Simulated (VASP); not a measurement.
# Hg (Im-3m) in VASP: a series of runs

Runs on Hg. Level: PBEsol. Tasks: relaxation of cell and atoms.

Program: VASP 6.6.1. These are calculated values, not measurements. Logs are shortened: lines on timing, memory, paths and dates and some standing lists are left out, and cuts for length are marked.

## 1. The cell of the first run

The structure is cubic, space group Im-3m (No. 229). Conventional cell: a = 2.891 Å, b = 2.891 Å, c = 2.891 Å, α = 90.00°, β = 90.00°, γ = 90.00°. Hg (site symmetry m-3m) has 14 Hg at 2.50 to 2.89 Å within 3.3 Å.

## 2. Relaxation of cell and atoms, PBEsol, target pressure 230 GPa, at which the enthalpy is minimised

Contents of INCAR:

```
SYSTEM = Hg
PREC = Accurate ; ENCUT = 600
EDIFF = 1E-7 ; ISMEAR = -1
SIGMA = 0.05 ; LREAL = .False.
LASPH = .True. ; NELM = 80
ALGO = Normal ; ISIF = 3
LWAVE = .False. ; LCHARG = .False.
GGA = PS ; IBRION = 2
NSW = 60 ; EDIFFG = -0.005
PSTRESS = 2300.0
```

Contents of KPOINTS:

```
Automatic mesh
0
Gamma
  19 19 19
  0 0 0
```

Contents of POSCAR:

```
Hg
1.0
   -1.4454929749      1.4454929749      1.4454929749
    1.4454929749     -1.4454929749      1.4454929749
    1.4454929749      1.4454929749     -1.4454929749
Hg
1
Direct
    0.0000000000      0.0000000000      0.0000000000
```

Potentials or basis: VASP PAW PBE potentials, release 64 (Hg).

Command:

```bash
$ cat potpaw_PBE.64/Hg/POTCAR > POTCAR
$ mpirun -np 1 vasp_std > vasp.out
```

OUTCAR:

```text
SYSTEM = Hg
   PREC = Accurate
   ENCUT = 600
   EDIFF = 1E-7
   ISMEAR = -1
   LREAL = .False.
   LASPH = .True.
   NELM = 80
   ISIF = 3
   GGA = PS
   IBRION = 2
   NSW = 60
   EDIFFG = -0.005
   PSTRESS = 2300.0

 ion  position               nearest neighbor table
   1  0.000  0.000  0.000-

  LATTYP: Found a body centered cubic cell.
 ALAT       =     2.8909859498

  Lattice vectors:

 A1 = (  -1.4454929749,   1.4454929749,   1.4454929749)
 A2 = (   1.4454929749,  -1.4454929749,   1.4454929749)
 A3 = (   1.4454929749,   1.4454929749,  -1.4454929749)

Analysis of symmetry for initial positions (statically):
=====================================================================
 Subroutine PRICEL returns:
 Original cell was already a primitive cell.

 Routine SETGRP: Setting up the symmetry group for a
 body centered cubic supercell.

 Subroutine GETGRP returns: Found 48 space group operations
 (whereof 48 operations were pure point group operations)
 out of a pool of 48 trial point group operations.

The static configuration has the point symmetry O_h .

Analysis of symmetry for dynamics (positions and initial velocities):
=====================================================================
 Subroutine PRICEL returns:
 Original cell was already a primitive cell.

 Routine SETGRP: Setting up the symmetry group for a
 body centered cubic supercell.

 Subroutine GETGRP returns: Found 48 space group operations
 (whereof 48 operations were pure point group operations)
 out of a pool of 48 trial point group operations.

The dynamic configuration has the point symmetry O_h .

 Subroutine INISYM returns: Found 48 space group operations
 (whereof 48 operations are pure point group operations),
 and found     1 'primitive' translations

----------------------------------------------------------------------------------------

                                     Primitive cell

  volume of cell :      12.0811

  direct lattice vectors                    reciprocal lattice vectors
    -1.445492975  1.445492975  1.445492975     0.000000000  0.345902753  0.345902753
     1.445492975 -1.445492975  1.445492975     0.345902753  0.000000000  0.345902753
     1.445492975  1.445492975 -1.445492975     0.345902753  0.345902753  0.000000000

  length of vectors
     2.503667275  2.503667275  2.503667275     0.489180365  0.489180365  0.489180365

  position of ions in fractional coordinates (direct lattice)
     0.000000000  0.000000000  0.000000000

  ion indices of the primitive-cell ions
   primitive index   ion index
                 1           1

----------------------------------------------------------------------------------------

 KPOINTS: Automatic mesh

Automatic generation of k-mesh.
 Grid dimensions read from file:
 generate k-points for:   19   19   19

 Generating k-lattice:

  Cartesian coordinates                     Fractional coordinates (reciprocal lattice)
     0.000000000  0.018205408  0.018205408     0.052631579  0.000000000  0.000000000
     0.018205408  0.000000000  0.018205408     0.000000000  0.052631579  0.000000000
     0.018205408  0.018205408  0.000000000     0.000000000  0.000000000  0.052631579

  Length of vectors
     0.025746335  0.025746335  0.025746335

  Shift w.r.t. Gamma in fractional coordinates (k-lattice)
     0.000000000  0.000000000  0.000000000

 Subroutine IBZKPT returns following result:
 ===========================================

 Found    220 irreducible k-points:

 Following reciprocal coordinates:
            Coordinates               Weight
  0.000000  0.000000  0.000000      1.000000
  0.052632  0.000000  0.000000     12.000000
  0.105263  0.000000  0.000000     12.000000
  0.157895  0.000000  0.000000     12.000000
  0.210526  0.000000  0.000000     12.000000
  0.263158  0.000000  0.000000     12.000000
[... 16 lines left out ...]
  0.263158  0.105263 -0.000000     48.000000
  0.315789  0.105263 -0.000000     48.000000
 [... further k-points ...]
   k-points           NKPTS =    220   k-points in BZ     NKDIM =    220   number of bands    NBANDS=     10
   number of dos      NEDOS =    301   number of ions     NIONS =      1
   total plane-waves  NPLWV =   8000
   dimension x,y,z NGX =    20 NGY =   20 NGZ =   20
   dimension x,y,z NGXF=    40 NGYF=   40 NGZF=   40
   ions per type =               1
   NGX,Y,Z   is equivalent  to a cutoff of  13.28, 13.28, 13.28 a.u.
   NGXF,Y,Z  is equivalent  to a cutoff of  26.56, 26.56, 26.56 a.u.
 SYSTEM =  Hg
   PREC   = accura    normal or accurate (medium, high low for compatibility)
   ISTART =      0    job   : 0-new  1-cont  2-samecut
   ICHARG =      2    charge: 1-file 2-atom 10-const
   ISPIN  =      1    spin polarized calculation?
   LNONCOLLINEAR =      F non collinear calculations
   LSORBIT =      F    spin-orbit coupling
   LASPH  =      T    aspherical Exc in radial PAW
   ENCUT  =  600.0 eV  44.10 Ry    6.64 a.u.   5.00  5.00  5.00*2*pi/ulx,y,z
   NELM   =     80;   NELMIN=  2; NELMDL= -5     # of ELM steps
   EDIFF  = 0.1E-06   stopping-criterion for ELM
   LREAL  =      F    real-space projection
   EDIFFG = -.5E-02   stopping-criterion for IOM
   NSW    =     60    number of steps for IOM
   IBRION =      2    ionic relax: 0-MD 1-quasi-New 2-CG
   NFREE  =      1    steps in history (QN), initial steepest desc. (CG)
   ISIF   =      3    stress and relaxation
   ISYM   =      2    0-nonsym 1-usesym 2-fastsym
   POTIM  = 0.5000    time-step for ionic-motion
   TEBEG  =    0.0;   TEEND  =   0.0 temperature during run
   PSTRESS= 2300.0 pullay stress
   NELECT =      12.0000    total number of electrons
   NUPDOWN=      -1.0000    fix difference up-down
   EMIN   =  10.00;   EMAX   =-10.00  energy-range for DOS
   EFERMI =   0.00;   METHOD = LEGACY
   ISMEAR =    -1;   SIGMA  =   0.05  broadening in eV -4-tet -1-fermi 0-gaus
   EFERMI_NEDOS =   21; number of points for ismear=-14 and -15
   IALGO  =     38    algorithm
   IMIX   =      4    mixing-type and parameters
     AMIX     =   0.40;   BMIX     =  1.00
     AMIX_MAG =   1.60;   BMIX_MAG =  1.00
  volume/ion in A,a.u.               =      12.08        81.53
  Fermi-wavevector in a.u.,A,eV,Ry     =   1.633425  3.086726 36.301406  2.668078
  Thomas-Fermi vector in A             =   2.725232
   LORBIT       =      0    0 simple, 1 ext, 2 COOP (PROOUT), +10 PAW based schemes
   GGA     = PS    functional components
   LHFCALC =     F    Hartree Fock is set to
   AEXX    =    0.0000 exact exchange contribution
   IVDW    =     0    specifies the selected vdW correction
   LEPSILON=     F    determine dielectric tensor
   LRPA    =     F    only Hartree local field effects (RPA)
 conjugate gradient relaxation of ions
 non-spin polarized calculation
  energy-cutoff  :      600.00
  volume of cell :       12.08
 maximum number of plane-waves:       420
   NGX =  9   NGY =  9   NGZ =  9

--------------------------------------- Ionic step        1  -------------------------------------------

 number of electron      11.9999998 magnetization

 Free energy of the ion-electron system (eV)
  ---------------------------------------------------
  ext. energy  EPLUGINS =         0.00000000
  ---------------------------------------------------
  free energy    TOTEN  =         3.61701474 eV

  energy without entropy =        3.61962211  energy(sigma->0) =        3.61831843

------------------------ aborting loop because EDIFF is reached ----------------------------------------

  FORCE on cell =-STRESS in cart. coord.  units (eV):
  Direction    XX          YY          ZZ          XY          YZ          ZX
  --------------------------------------------------------------------------------------
  -------------------------------------------------------------------------------------
  Total       18.6131999     18.6131999     18.6131999      0.0000000      0.0000000      0.0000000
  in kB     2468.4462653   2468.4462653   2468.4462653      0.0000000      0.0000000      0.0000000
  external PRESSURE =     168.4462653 kB  Pullay stress =    2300.0000000 kB

 VOLUME and BASIS-vectors are now :
 -----------------------------------------------------------------------------
  energy-cutoff  :      600.00
  volume of cell :       12.08
      direct lattice vectors                 reciprocal lattice vectors
    -1.445492975  1.445492975  1.445492975     0.000000000  0.345902753  0.345902753
     1.445492975 -1.445492975  1.445492975     0.345902753  0.000000000  0.345902753
     1.445492975  1.445492975 -1.445492975     0.345902753  0.345902753  0.000000000
[... 7 lines left out ...]
  FREE ENERGIE OF THE ION-ELECTRON SYSTEM (eV)
  ---------------------------------------------------
  free  energy   TOTEN  =         3.6170147431 eV

  energy  without entropy=        3.6196221143  energy(sigma->0) =        3.61831843

  enthalpy is  TOTEN    =        20.9600537533 eV   P V=       17.3430390102

--------------------------------------- Ionic step        2  -------------------------------------------

 number of electron      12.0000001 magnetization

 E-fermi :   8.8996     XC(G=0): -13.9083

 val. band max:        8.8865158259   @ k =   0.3684   0.1053   0.1053
 cond. band min:       8.9028746083   @ k =   0.3684   0.2632   0.0000
 fundamental gap:      0.0163587824
 Fermi energy:         8.8995664549

 k-point     1 :       0.0000    0.0000    0.0000
  band No.  band energies     occupation
      1      -6.4079      2.00000
      2      -1.7129      2.00000
      3      -1.7129      2.00000
      4      -1.7129      2.00000
      5       0.4929      2.00000
      6       0.4929      2.00000
      7      24.1438      0.00000
      8      24.1438      0.00000
      9      24.1438      0.00000
     10      32.4324      0.00000

 k-point     2 :       0.0526    0.0000    0.0000
  band No.  band energies     occupation
      1      -6.2911      2.00000
      2      -1.7495      2.00000
      3      -1.7073      2.00000
      4      -1.6284      2.00000
      5       0.4484      2.00000
      6       0.4957      2.00000
      7      24.0754      0.00000
      8      24.1599      0.00000
      9      24.2782      0.00000
     10      30.7011      0.00000
[... 351 lines left out ...]
  FREE ENERGIE OF THE ION-ELECTRON SYSTEM (eV)
  ---------------------------------------------------
  free  energy   TOTEN  =         3.3018040942 eV

  energy  without entropy=        3.3047275289  energy(sigma->0) =        3.30326581

  enthalpy is  TOTEN    =        20.9501994787 eV   P V=       17.6483953846

--------------------------------------- Ionic step        4  -------------------------------------------

 number of electron      11.9999998 magnetization

 Free energy of the ion-electron system (eV)
  ---------------------------------------------------
  ext. energy  EPLUGINS =         0.00000000
  ---------------------------------------------------
  free energy    TOTEN  =         3.33037464 eV

  energy without entropy =        3.33326790  energy(sigma->0) =        3.33182127

 E-fermi :  12.2182     XC(G=0): -14.9275

 val. band max:       12.2089824279   @ k =  -0.4211  -0.4211   0.1053
 cond. band min:      12.2590117419   @ k =   0.3684   0.1053   0.1053
 fundamental gap:      0.0500293140
 Fermi energy:        12.2182332244

 k-point     1 :       0.0000    0.0000    0.0000
  band No.  band energies     occupation
      1      -6.1956      2.00000
      2      -0.5152      2.00000
      3      -0.5152      2.00000
      4      -0.5152      2.00000
      5       2.3671      2.00000
      6       2.3671      2.00000
      7      26.7172      0.00000
      8      26.7172      0.00000
      9      26.7172      0.00000
     10      36.8178      0.00000

 k-point     2 :       0.0526    0.0000    0.0000
  band No.  band energies     occupation
      1      -6.0587      2.00000
      2      -0.5653      2.00000
      3      -0.5100      2.00000
      4      -0.4052      2.00000
      5       2.3032      2.00000
      6       2.3712      2.00000
      7      26.7476      0.00000
      8      26.7616      0.00000
      9      26.8975      0.00000
     10      35.3864      0.00000
[... 308 lines left out ...]
 POSITION                                       TOTAL-FORCE (eV/Angst)
 -----------------------------------------------------------------------------------
      0.00000      0.00000      0.00000         0.000000     -0.000000      0.000000
 -----------------------------------------------------------------------------------
    total drift:                                0.000000     -0.000000      0.000000

  FREE ENERGIE OF THE ION-ELECTRON SYSTEM (eV)
  ---------------------------------------------------
  free  energy   TOTEN  =         3.3303746366 eV

  energy  without entropy=        3.3332678960  energy(sigma->0) =        3.33182127

  enthalpy is  TOTEN    =        20.9500894912 eV   P V=       17.6197148546

 reached required accuracy - stopping structural energy minimisation
```

Run time: 29 s. Hardware: 1 thread of Intel Xeon 6975P-C (Granite Rapids), shared host; peak memory 0.16 GiB.

Results:

- Free energy: 3.3304 eV
- Relaxed volume: 12.27 Å³/atom
- Relaxed cell: a = 2.517 Å, b = 2.517 Å, c = 2.517 Å, α = 109.47°, β = 109.47°, γ = 109.47°
- Space group after relaxing (to 0.05 Å): Im-3m (No. 229)
- Energy change on relaxing (the enthalpy is what falls): -286.6 meV/atom
- Ionic steps: 4
- Pressure after relaxing: 230.0 GPa
- Band gap on the k mesh: zero (band 6 reaches 14.27 eV, above the bottom of band 7 at 11.75 eV)

The path:
```csv
step,energy change (eV),largest force (eV/Å),pressure (GPa),volume (Å³)
1,0.0000,0.0000,246.84,12.08
2,-2.4457,0.0000,105.81,14.44
3,-0.3152,0.0000,228.29,12.29
4,-0.2866,0.0000,229.97,12.27
```

Final structure:
```yaml
crystal:
  lattice:
    - [-1.45314, 1.45314, 1.45314]
    - [1.45314, -1.45314, 1.45314]
    - [1.45314, 1.45314, -1.45314]
  atoms:
    - { symbol: Hg, position: [0.00000, 0.00000, 0.00000] }
```

Caveat: the cell is relaxed towards a set pressure, so the enthalpy falls and the energy may rise; the PAW data sets were made with another functional, which shifts forces and pressure a little; spin-orbit coupling is left out, which moves the levels of the heavy elements.

## 3. Relaxation of cell and atoms, PBEsol, target pressure 230 GPa, at which the enthalpy is minimised

This run uses another cell than the first one, of 12.11 Å³/atom, 1.003 times its volume.

Contents of INCAR:

```
ALGO     = Normal         # electronic algorithm
EDIFF    = 1E-7           # SCF threshold, eV
EDIFFG   = -0.005         # ionic threshold
ENCUT    = 600            # plane-wave cutoff, eV
GGA      = PS             # functional
IBRION   = 2              # ionic algorithm
ISIF     = 3              # what is computed and relaxed
ISMEAR   = -1             # smearing method
LASPH    = T              # aspherical terms in the spheres
LCHARG   = F              # write CHGCAR
LREAL    = F              # projectors in reciprocal space
LWAVE    = F              # write WAVECAR
NELM     = 80             # most SCF steps
NSW      = 32             # ionic steps
PREC     = Accurate       # precision mode
PSTRESS  = 2300.0       
SIGMA    = 0.05           # smearing width, eV
```

Contents of KPOINTS:

```
k-points
0
Gamma
  19 19 19
```

Contents of POSCAR:

```
Hg
1.0
   -1.4468257003      1.4468257003      1.4468257003
    1.4468257003     -1.4468257003      1.4468257003
    1.4468257003      1.4468257003     -1.4468257003
Hg
1
Direct
    0.0000000000      0.0000000000      0.0000000000
```

Potentials or basis: VASP PAW PBE potentials, release 64 (Hg).

Command:

```bash
$ cat potpaw_PBE.64/Hg/POTCAR > POTCAR
$ mpirun -np 1 vasp_std > vasp.out
```

It took 33 s on 1 thread of Intel Xeon 6975P-C (Granite Rapids), shared host; peak memory 0.16 GiB.

The run converged. Its results:

| Quantity | Value |
| --- | --- |
| Free energy | 3.3305 eV |
| Relaxed volume | 12.27 Å³/atom |
| Relaxed cell | a = 2.517 Å, b = 2.517 Å, c = 2.517 Å, α = 109.47°, β = 109.47°, γ = 109.47° |
| Space group after relaxing (to 0.05 Å) | Im-3m (No. 229) |
| Energy change on relaxing (the enthalpy is what falls) | -235.2 meV/atom |
| Ionic steps | 4 |
| Pressure after relaxing | 230.0 GPa |
| Band gap on the k mesh | zero (band 6 reaches 14.27 eV, above the bottom of band 7 at 11.75 eV) |

The path:
| step | energy change (eV) | largest force (eV/Å) | pressure (GPa) | volume (Å³) |
| --- | --- | --- | --- | --- |
| 1 | 0.0000 | 0.0000 | 243.82 | 12.11 |
| 2 | -2.1108 | 0.0000 | 121.92 | 14.04 |
| 3 | -0.2548 | 0.0000 | 228.84 | 12.29 |
| 4 | -0.2352 | 0.0000 | 229.98 | 12.27 |

Final structure:
```
Hg
1.0
    -1.45313    1.45313    1.45313
     1.45313   -1.45313    1.45313
     1.45313    1.45313   -1.45313
Hg
1
Direct
  0.00000 0.00000 0.00000
```

Levels at points of the mesh, in eV from the Fermi level:
```csv
k point,band 2,band 3,band 4,band 5,band 6,band 7,band 8,band 9,band 10
"(0.00, 0.00, 0.00)",-12.73,-12.73,-12.73,-9.85,-9.85,14.50,14.50,14.50,24.60
```

Caveat: the cell is relaxed towards a set pressure, so the enthalpy falls and the energy may rise; the PAW data sets were made with another functional, which shifts forces and pressure a little; spin-orbit coupling is left out, which moves the levels of the heavy elements.

## 4. Relaxation of cell and atoms, PBEsol

This run uses another cell than the first one, of 23.89 Å³/atom, 1.978 times its volume.

Contents of INCAR:

```
PREC = Accurate
ENCUT = 600
EDIFF = 1E-6
ISMEAR = -1
SIGMA = 0.05
LREAL = F
LASPH = T
NELM = 80
ALGO = Normal
ISIF = 3
LWAVE = F
LCHARG = F
GGA = PS
IBRION = 2
NSW = 60
EDIFFG = -0.005
```

Contents of KPOINTS:

```
regular mesh
0
Gamma
  19 19 19
```

Contents of POSCAR:

```
Hg
1.0
   -1.8143908132      1.8143908132      1.8143908132
    1.8143908132     -1.8143908132      1.8143908132
    1.8143908132      1.8143908132     -1.8143908132
Hg
1
Direct
    0.0000000000      0.0000000000      0.0000000000
```

Command:

```bash
$ cat potpaw_PBE.64/Hg/POTCAR > POTCAR
$ mpirun -np 1 vasp_std > vasp.out
```

Wall time 52 s (1 thread of Intel Xeon 6975P-C (Granite Rapids), shared host); peak memory 0.21 GiB.

The run converged. Its results:

* Free energy: -0.5560 eV
* Relaxed volume: 24.19 Å³/atom
* Relaxed cell: a = 3.155 Å, b = 3.155 Å, c = 3.155 Å, α = 109.47°, β = 109.47°, γ = 109.47°
* Space group after relaxing (to 0.05 Å): Im-3m (No. 229)
* Energy gained by relaxing: 0.4 meV/atom
* Ionic steps: 3
* Pressure after relaxing: 0.0 GPa
* Band gap on the k mesh: zero (band 6 reaches 4.84 eV, above the bottom of band 7 at 1.14 eV)

Step by step:
| step | energy change (eV) | largest force (eV/Å) | pressure (GPa) | volume (Å³) |
| --- | --- | --- | --- | --- |
| 1 | 0.0000 | 0.0000 | 0.47 | 23.89 |
| 2 | -0.0004 | 0.0000 | 0.09 | 24.13 |
| 3 | -0.0004 | 0.0000 | 0.02 | 24.19 |

Final structure:
```yaml
crystal:
  lattice:
    - [-1.82179, 1.82179, 1.82179]
    - [1.82179, -1.82179, 1.82179]
    - [1.82179, 1.82179, -1.82179]
  atoms:
    - { symbol: Hg, position: [0.00000, 0.00000, 0.00000] }
```

Levels at points of the mesh, in eV from the Fermi level:
| k point | band 3 | band 4 | band 5 | band 6 | band 7 | band 8 | band 9 | band 10 |
| --- | --- | --- | --- | --- | --- | --- | --- | --- |
| (0.00, 0.00, 0.00) | -6.88 | -6.88 | -6.02 | -6.02 | 15.16 | 15.16 | 15.16 | 16.07 |

Caveat: the PAW data sets were made with another functional, which shifts forces and pressure a little; spin-orbit coupling is left out, which moves the levels of the heavy elements.

## 5. Overview

| cell | gap on the mesh (eV) | pressure (GPa) |
| --- | --- | --- |
| relaxed to 230 GPa from a = 2.504 Å, angles 109.5°, 1 atom | none | 230.0 |
| relaxed to 230 GPa from a = 2.506 Å, angles 109.5°, 1 atom | none | 230.0 |
| relaxed from a = 3.143 Å, angles 109.5°, 1 atom | none | 0.0 |

Alike in all rows: task relaxation of cell and atoms; level PBEsol; potentials or basis VASP PAW PBE potentials, release 64 (Hg); no spin polarisation; k mesh 19 × 19 × 19; cutoff (eV) 600; smearing fermi-dirac 0.05 eV.

Caveats: the PAW data sets were made with another functional, which shifts forces and pressure a little; spin-orbit coupling is left out, which moves the levels of the heavy elements; the cell is relaxed towards a set pressure, so the enthalpy falls and the energy may rise (some runs).

Absolute energies hang on the potentials; compare differences alone.
